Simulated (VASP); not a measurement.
# Ni3Ge (Pm-3m) in VASP: notebook

Ni3Ge is run at these levels: PBEsol; tasks: single point.

Program: VASP 6.6.1. These are calculated values, not measurements. Logs are shortened: lines on timing, memory, paths and dates and some standing lists are left out, and cuts for length are marked.

## (1) The cell of the first run

Symmetry: Pm-3m, No. 221, cubic system. Conventional cell: a = 3.530 Å, b = 3.530 Å, c = 3.530 Å, α = 90.00°, β = 90.00°, γ = 90.00°. Ni (site symmetry 4/mmm) has 8 Ni at 2.50 Å and 4 Ge at 2.50 Å within 3.3 Å. Ge (site symmetry m-3m) has 12 Ni at 2.50 Å within 3.3 Å.

## (2) Single point, PBEsol

Input file INCAR:

```
ALGO = Normal
EDIFF = 1E-7
ENCUT = 520
GGA = PS
ISIF = 2
ISMEAR = 0
LASPH = T
LCHARG = F
LREAL = F
LWAVE = F
NBANDS = 30
NELM = 80
PREC = Accurate
SIGMA = 0.05
```

Input file KPOINTS:

```
k-points
0
Gamma
  6 6 6
```

Input file POSCAR:

```
Ni3Ge
1.0
    3.5303341067      0.0000000000      0.0000000000
    0.0000000000      3.5303341067      0.0000000000
    0.0000000000      0.0000000000      3.5303341067
Ni Ge
3 1
Direct
    0.5000000000      0.0000000000      0.5000000000
    0.0000000000      0.5000000000      0.5000000000
    0.5000000000      0.5000000000      0.0000000000
    0.0000000000      0.0000000000      0.0000000000
```

Potentials or basis: VASP PAW PBE potentials, release 64 (Ni, Ge_d).

The run is started by

```bash
$ cat potpaw_PBE.64/Ni/POTCAR potpaw_PBE.64/Ge_d/POTCAR > POTCAR
$ mpirun -np 1 vasp_std > vasp.out
```

OUTCAR:

```text
EDIFF = 1E-7
   ENCUT = 520
   GGA = PS
   ISIF = 2
   ISMEAR = 0
   LASPH = T
   LREAL = F
   NELM = 80
   PREC = Accurate

 ion  position               nearest neighbor table
   1  0.500  0.000  0.500-   2 2.50   3 2.50   4 2.50   3 2.50   4 2.50   2 2.50   3 2.50   3 2.50
                             2 2.50   4 2.50   4 2.50   2 2.50
   2  0.000  0.500  0.500-   1 2.50   3 2.50   4 2.50   3 2.50   4 2.50   1 2.50   4 2.50   4 2.50
                             1 2.50   3 2.50   3 2.50   1 2.50
   3  0.500  0.500  0.000-   1 2.50   2 2.50   4 2.50   1 2.50   2 2.50   1 2.50   4 2.50   1 2.50
                             2 2.50   4 2.50   2 2.50   4 2.50
   4  0.000  0.000  0.000-   1 2.50   2 2.50   3 2.50   1 2.50   2 2.50   2 2.50   3 2.50   2 2.50
                             1 2.50   3 2.50   1 2.50   3 2.50

  LATTYP: Found a simple cubic cell.
 ALAT       =     3.5303341067

  Lattice vectors:

 A1 = (   3.5303341067,   0.0000000000,   0.0000000000)
 A2 = (   0.0000000000,   3.5303341067,   0.0000000000)
 A3 = (   0.0000000000,   0.0000000000,   3.5303341067)

Analysis of symmetry for initial positions (statically):
=====================================================================
 Subroutine PRICEL returns:
 Original cell was already a primitive cell.

 Routine SETGRP: Setting up the symmetry group for a
 simple cubic supercell.

 Subroutine GETGRP returns: Found 48 space group operations
 (whereof 48 operations were pure point group operations)
 out of a pool of 48 trial point group operations.

The static configuration has the point symmetry O_h .

Analysis of symmetry for dynamics (positions and initial velocities):
=====================================================================
 Subroutine PRICEL returns:
 Original cell was already a primitive cell.

 Routine SETGRP: Setting up the symmetry group for a
 simple cubic supercell.

 Subroutine GETGRP returns: Found 48 space group operations
 (whereof 48 operations were pure point group operations)
 out of a pool of 48 trial point group operations.

The dynamic configuration has the point symmetry O_h .

 Subroutine INISYM returns: Found 48 space group operations
 (whereof 48 operations are pure point group operations),
 and found     1 'primitive' translations

----------------------------------------------------------------------------------------

                                     Primitive cell

  volume of cell :      43.9995

  direct lattice vectors                    reciprocal lattice vectors
     3.530334107  0.000000000  0.000000000     0.283259309  0.000000000  0.000000000
     0.000000000  3.530334107  0.000000000     0.000000000  0.283259309  0.000000000
     0.000000000  0.000000000  3.530334107     0.000000000  0.000000000  0.283259309

  length of vectors
     3.530334107  3.530334107  3.530334107     0.283259309  0.283259309  0.283259309

  position of ions in fractional coordinates (direct lattice)
     0.500000000  0.000000000  0.500000000
     0.000000000  0.500000000  0.500000000
     0.500000000  0.500000000  0.000000000
     0.000000000  0.000000000  0.000000000

  ion indices of the primitive-cell ions
   primitive index   ion index
                 1           1
                 2           2
                 3           3
                 4           4

----------------------------------------------------------------------------------------

 KPOINTS: k-points

Automatic generation of k-mesh.
 Grid dimensions read from file:
 generate k-points for:    6    6    6

 Generating k-lattice:

  Cartesian coordinates                     Fractional coordinates (reciprocal lattice)
     0.047209885  0.000000000  0.000000000     0.166666667  0.000000000  0.000000000
     0.000000000  0.047209885  0.000000000     0.000000000  0.166666667  0.000000000
     0.000000000  0.000000000  0.047209885     0.000000000  0.000000000  0.166666667

  Length of vectors
     0.047209885  0.047209885  0.047209885

  Shift w.r.t. Gamma in fractional coordinates (k-lattice)
     0.000000000  0.000000000  0.000000000

 Subroutine IBZKPT returns following result:
 ===========================================

 Found     20 irreducible k-points:

 Following reciprocal coordinates:
            Coordinates               Weight
  0.000000  0.000000  0.000000      1.000000
  0.166667  0.000000  0.000000      6.000000
  0.333333  0.000000  0.000000      6.000000
  0.500000  0.000000  0.000000      3.000000
  0.166667  0.166667  0.000000     12.000000
  0.333333  0.166667  0.000000     24.000000
[... 12 lines left out ...]
  0.500000  0.500000  0.333333      6.000000
  0.500000  0.500000  0.500000      1.000000
   k-points           NKPTS =     20   k-points in BZ     NKDIM =     20   number of bands    NBANDS=     30
   number of dos      NEDOS =    301   number of ions     NIONS =      4
   total plane-waves  NPLWV =  21952
   dimension x,y,z NGX =    28 NGY =   28 NGZ =   28
   dimension x,y,z NGXF=    56 NGYF=   56 NGZF=   56
   ions per type =               3   1
   NGX,Y,Z   is equivalent  to a cutoff of  13.19, 13.19, 13.19 a.u.
   NGXF,Y,Z  is equivalent  to a cutoff of  26.37, 26.37, 26.37 a.u.
 SYSTEM =  unknown system
   PREC   = accura    normal or accurate (medium, high low for compatibility)
   ISTART =      0    job   : 0-new  1-cont  2-samecut
   ICHARG =      2    charge: 1-file 2-atom 10-const
   ISPIN  =      1    spin polarized calculation?
   LNONCOLLINEAR =      F non collinear calculations
   LSORBIT =      F    spin-orbit coupling
   LASPH  =      T    aspherical Exc in radial PAW
   ENCUT  =  520.0 eV  38.22 Ry    6.18 a.u.   6.56  6.56  6.56*2*pi/ulx,y,z
   NELM   =     80;   NELMIN=  2; NELMDL= -5     # of ELM steps
   EDIFF  = 0.1E-06   stopping-criterion for ELM
   LREAL  =      F    real-space projection
   EDIFFG = 0.1E-05   stopping-criterion for IOM
   NSW    =      0    number of steps for IOM
   IBRION =     -1    ionic relax: 0-MD 1-quasi-New 2-CG
   NFREE  =      0    steps in history (QN), initial steepest desc. (CG)
   ISIF   =      2    stress and relaxation
   ISYM   =      2    0-nonsym 1-usesym 2-fastsym
   POTIM  = 0.5000    time-step for ionic-motion
   TEBEG  =    0.0;   TEEND  =   0.0 temperature during run
   PSTRESS=    0.0 pullay stress
   NELECT =      44.0000    total number of electrons
   NUPDOWN=      -1.0000    fix difference up-down
   EMIN   =  10.00;   EMAX   =-10.00  energy-range for DOS
   EFERMI =   0.00;   METHOD = LEGACY
   ISMEAR =     0;   SIGMA  =   0.05  broadening in eV -4-tet -1-fermi 0-gaus
   EFERMI_NEDOS =   21; number of points for ismear=-14 and -15
   IALGO  =     38    algorithm
   IMIX   =      4    mixing-type and parameters
     AMIX     =   0.40;   BMIX     =  1.00
     AMIX_MAG =   1.60;   BMIX_MAG =  1.00
  volume/ion in A,a.u.               =      11.00        74.23
  Fermi-wavevector in a.u.,A,eV,Ry     =   1.637105  3.093680 36.465156  2.680113
  Thomas-Fermi vector in A             =   2.728300
   LORBIT       =      0    0 simple, 1 ext, 2 COOP (PROOUT), +10 PAW based schemes
   GGA     = PS    functional components
   LHFCALC =     F    Hartree Fock is set to
   AEXX    =    0.0000 exact exchange contribution
   IVDW    =     0    specifies the selected vdW correction
   LEPSILON=     F    determine dielectric tensor
   LRPA    =     F    only Hartree local field effects (RPA)
 non-spin polarized calculation
 Gauss-broadening in eV      SIGMA  =   0.05
  energy-cutoff  :      520.00
  volume of cell :       44.00
 maximum number of plane-waves:      1213
 NGX is ok and might be reduce to    28
   NGX = 13   NGY = 13   NGZ = 13

 number of electron      43.9999972 magnetization

 Free energy of the ion-electron system (eV)
  ---------------------------------------------------
  ext. energy  EPLUGINS =         0.00000000
  ---------------------------------------------------
  free energy    TOTEN  =       -24.74027783 eV

  energy without entropy =      -24.73705585  energy(sigma->0) =      -24.73866684

 E-fermi :  10.2005     XC(G=0): -13.6498

 val. band max:       10.1763095101   @ k =   0.5000   0.5000   0.3333
 cond. band min:      10.2208854297   @ k =   0.0000   0.0000   0.0000
 fundamental gap:      0.0445759196
 Fermi energy:        10.2005225864

 k-point     1 :       0.0000    0.0000    0.0000
  band No.  band energies     occupation
      1     -14.3853      2.00000
      2     -14.3853      2.00000
      3     -14.3706      2.00000
      4     -14.3706      2.00000
      5     -14.3706      2.00000
      6      -2.3612      2.00000
[... 22 lines left out ...]
     29      20.7287      0.00000
     30      20.7287      0.00000

 k-point     2 :       0.1667    0.0000    0.0000
  band No.  band energies     occupation
      1     -14.3841      2.00000
      2     -14.3786      2.00000
      3     -14.3707      2.00000
      4     -14.3707      2.00000
      5     -14.3702      2.00000
      6      -2.0498      2.00000
[... 22 lines left out ...]
     29      19.8760      0.00000
     30      20.0270      0.00000

 k-point     3 :       0.3333    0.0000    0.0000
  band No.  band energies     occupation
      1     -14.3819      2.00000
      2     -14.3710      2.00000
      3     -14.3710      2.00000
      4     -14.3696      2.00000
      5     -14.3651      2.00000
      6      -1.2016      2.00000
[... 22 lines left out ...]
     29      18.2283      0.00000
     30      21.0269      0.00000

 k-point     4 :       0.5000    0.0000    0.0000
  band No.  band energies     occupation
      1     -14.3808      2.00000
      2     -14.3711      2.00000
      3     -14.3711      2.00000
      4     -14.3693      2.00000
      5     -14.3584      2.00000
      6      -0.4846      2.00000
[... 22 lines left out ...]
     29      17.8085      0.00000
     30      20.4158      0.00000

 k-point     5 :       0.1667    0.1667    0.0000
  band No.  band energies     occupation
      1     -14.3807      2.00000
      2     -14.3747      2.00000
      3     -14.3714      2.00000
      4     -14.3705      2.00000
      5     -14.3703      2.00000
      6      -1.7458      2.00000
[... 22 lines left out ...]
     29      19.8776      0.00000
     30      21.2266      0.00000
[... 394 lines left out ...]
     29      23.1601      0.00000
     30      23.5080      0.00000

 k-point    18 :       0.5000    0.3333    0.3333
  band No.  band energies     occupation
      1     -14.3806      2.00000
      2     -14.3804      2.00000
      3     -14.3780      2.00000
      4     -14.3541      2.00000
      5     -14.3478      2.00000
      6       0.8988      2.00000
[... 22 lines left out ...]
     29      23.7693      0.00000
     30      23.9261      0.00000

 k-point    19 :       0.5000    0.5000    0.3333
  band No.  band energies     occupation
      1     -14.3838      2.00000
      2     -14.3805      2.00000
      3     -14.3805      2.00000
      4     -14.3513      2.00000
      5     -14.3449      2.00000
      6       1.1041      2.00000
[... 22 lines left out ...]
     29      24.2584      0.00000
     30      27.0592      0.00000

 k-point    20 :       0.5000    0.5000    0.5000
  band No.  band energies     occupation
      1     -14.3838      2.00000
      2     -14.3838      2.00000
      3     -14.3838      2.00000
      4     -14.3454      2.00000
      5     -14.3454      2.00000
      6       1.1949      2.00000
[... 22 lines left out ...]
     29      27.5346      0.00000
     30      27.5346      0.00000

------------------------ aborting loop because EDIFF is reached ----------------------------------------

  FORCE on cell =-STRESS in cart. coord.  units (eV):
  Direction    XX          YY          ZZ          XY          YZ          ZX
  --------------------------------------------------------------------------------------
  -------------------------------------------------------------------------------------
  Total       -0.2020897     -0.2020897     -0.2020897      0.0000000      0.0000000     -0.0000000
  in kB       -7.3588066     -7.3588066     -7.3588066      0.0000000      0.0000000     -0.0000000
  external PRESSURE =      -7.3588066 kB  Pullay stress =       0.0000000 kB

 VOLUME and BASIS-vectors are now :
 -----------------------------------------------------------------------------
  energy-cutoff  :      520.00
  volume of cell :       44.00
      direct lattice vectors                 reciprocal lattice vectors
     3.530334107  0.000000000  0.000000000     0.283259309  0.000000000  0.000000000
     0.000000000  3.530334107  0.000000000     0.000000000  0.283259309  0.000000000
     0.000000000  0.000000000  3.530334107     0.000000000  0.000000000  0.283259309

 POSITION                                       TOTAL-FORCE (eV/Angst)
 -----------------------------------------------------------------------------------
      1.76517      0.00000      1.76517         0.000000      0.000000      0.000000
      0.00000      1.76517      1.76517         0.000000      0.000000      0.000000
      1.76517      1.76517      0.00000         0.000000      0.000000      0.000000
      0.00000      0.00000      0.00000         0.000000      0.000000      0.000000
 -----------------------------------------------------------------------------------
    total drift:                                0.000000      0.000000      0.000000

  FREE ENERGIE OF THE ION-ELECTRON SYSTEM (eV)
  ---------------------------------------------------
  free  energy   TOTEN  =       -24.7402778251 eV

  energy  without entropy=      -24.7370558521  energy(sigma->0) =      -24.73866684
```

It took 14 s on 1 thread of Intel Xeon 6975P-C (Granite Rapids), shared host; peak memory 0.16 GiB.

Results:

| Quantity | Value |
| --- | --- |
| Free energy | -24.7403 eV |
| Pressure | -0.7 GPa |
| Band gap on the k mesh | zero (band 22 reaches 10.22 eV, above the bottom of band 23 at 9.99 eV) |

Caveat: the PAW data sets were made with another functional, which shifts forces and pressure a little. Spin polarisation is off, so any magnetic state and its effect on volume and gap are missing.

## (3) Single point, PBEsol

Input file INCAR:

```
ALGO = Normal ; EDIFF = 1E-6
ENCUT = 520 ; GGA = PS
ISIF = 2 ; ISMEAR = 0
LASPH = T ; LCHARG = T
LELF = T ; LREAL = F
LVHAR = T ; LWAVE = F
NBANDS = 30 ; NELM = 60
PREC = Accurate ; SIGMA = 0.1
```

KPOINTS is that of step 2.

POSCAR is that of step 2.

Potentials or basis: VASP PAW PBE potentials, release 64 (Ni, Ge_d).

The run is started by

```bash
$ cat potpaw_PBE.64/Ni/POTCAR potpaw_PBE.64/Ge_d/POTCAR > POTCAR
$ mpirun -np 1 vasp_std > vasp.out
```

OUTCAR:

```text
EDIFF = 1E-6
   ENCUT = 520
   GGA = PS
   ISIF = 2
   ISMEAR = 0
   LASPH = T
   LREAL = F
   NELM = 60
   PREC = Accurate

 ion  position               nearest neighbor table
   1  0.500  0.000  0.500-   2 2.50   3 2.50   4 2.50   3 2.50   4 2.50   2 2.50   3 2.50   3 2.50
                             2 2.50   4 2.50   4 2.50   2 2.50
   2  0.000  0.500  0.500-   1 2.50   3 2.50   4 2.50   3 2.50   4 2.50   1 2.50   4 2.50   4 2.50
[... 859 lines left out ...]
  Direction    XX          YY          ZZ          XY          YZ          ZX
  --------------------------------------------------------------------------------------
  -------------------------------------------------------------------------------------
  Total       -0.1544072     -0.1544072     -0.1544072     -0.0000000      0.0000000     -0.0000000
  in kB       -5.6225169     -5.6225169     -5.6225169     -0.0000000      0.0000000     -0.0000000
  external PRESSURE =      -5.6225169 kB  Pullay stress =       0.0000000 kB

 VOLUME and BASIS-vectors are now :
 -----------------------------------------------------------------------------
  energy-cutoff  :      520.00
  volume of cell :       44.00
      direct lattice vectors                 reciprocal lattice vectors
     3.530334107  0.000000000  0.000000000     0.283259309  0.000000000  0.000000000
     0.000000000  3.530334107  0.000000000     0.000000000  0.283259309  0.000000000
     0.000000000  0.000000000  3.530334107     0.000000000  0.000000000  0.283259309

 POSITION                                       TOTAL-FORCE (eV/Angst)
 -----------------------------------------------------------------------------------
      1.76517      0.00000      1.76517         0.000000      0.000000      0.000000
      0.00000      1.76517      1.76517         0.000000      0.000000      0.000000
      1.76517      1.76517      0.00000         0.000000      0.000000      0.000000
      0.00000      0.00000      0.00000         0.000000      0.000000      0.000000
 -----------------------------------------------------------------------------------
    total drift:                                0.000000      0.000000      0.000000

  FREE ENERGIE OF THE ION-ELECTRON SYSTEM (eV)
  ---------------------------------------------------
  free  energy   TOTEN  =       -24.7440678887 eV

  energy  without entropy=      -24.7352773381  energy(sigma->0) =      -24.73967261
```

stdout:

```text
POSCAR found type information on POSCAR NiGe
 POSCAR found :  2 types and       4 ions
 scaLAPACK will be used
 -----------------------------------------------------------------------------
|                                                                             |
|                                                                             |
|     You enforced a specific xc type in the INCAR file but a different       |
|     I HOPE YOU KNOW WHAT YOU ARE DOING!                                     |
|                                                                             |
 -----------------------------------------------------------------------------

 LDA part: xc-table for (Slater+PW92), standard interpolation
 POSCAR, INCAR and KPOINTS ok, starting setup
 FFT: planning ... GRIDC
 FFT: planning ... GRID_SOFT
 FFT: planning ... GRID
 WAVECAR not read
 entering main loop
```

Run time: 12 s. Hardware: 1 thread of Intel Xeon 6975P-C (Granite Rapids), shared host; peak memory 0.17 GiB.

What came out:

```
Free energy            : -24.7441 eV
Pressure               : -0.6 GPa
Band gap on the k mesh : zero (band 22 reaches 10.22 eV, above the bottom of band 23 at 9.99 eV)
```

Levels at points of the mesh, in eV from the Fermi level:
| k point | band 18 | band 19 | band 20 | band 21 | band 22 | band 23 | band 24 | band 25 | band 26 | band 27 |
| --- | --- | --- | --- | --- | --- | --- | --- | --- | --- | --- |
| (0.00, 0.00, 0.00) | -0.98 | -0.59 | -0.59 | -0.30 | 0.02 | 0.02 | 0.02 | 3.96 | 6.88 | 6.88 |
| (0.50, 0.00, 0.00) | -1.31 | -1.25 | -1.15 | -0.54 | 0.02 | 3.61 | 3.61 | 4.66 | 5.76 | 5.76 |
| (0.50, 0.50, 0.00) | -1.41 | -1.21 | -1.12 | -0.95 | -0.94 | 0.62 | 0.62 | 5.71 | 6.45 | 8.66 |
| (0.50, 0.50, 0.50) | -1.34 | -1.18 | -1.18 | -0.54 | -0.21 | -0.21 | -0.21 | 0.69 | 4.21 | 4.21 |

Caveat: the PAW data sets were made with another functional, which shifts forces and pressure a little.
